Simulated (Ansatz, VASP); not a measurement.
Two plane-wave programs on CsBr

```xyz
2
Lattice="4.3196 0.0000 0.0000 0.0000 4.3196 0.0000 0.0000 0.0000 4.3196" Properties=species:S:1:pos:R:3 pbc="T T T"
Cs    0.0000    0.0000    0.0000
Br    2.1598    2.1598    2.1598
```

Alike in both runs: task single point; functional r2SCAN; k mesh 4 × 4 × 4; no spin polarisation.

|  | VASP | Ansatz |
| --- | --- | --- |
| version | VASP 6.6.1 | Ansatz 0.2.0 |
| potentials or method | VASP PAW PBE potentials, release 64 (Cs_sv, Br), cutoff 550 eV | plane waves |
| occupations | gaussian, width 0.01 eV | fixed |
| valence electrons in the cell | 16 | 16 |

```csv
,VASP,Ansatz,Ansatz less VASP
gap on the k mesh at the Fermi level (eV),5.18,5.20,+0.017
pressure (GPa),0.1,0.0,-0.05
```

VASP's potentials were made for PBE, not for r2SCAN.

Neither program's run includes spin-orbit coupling.
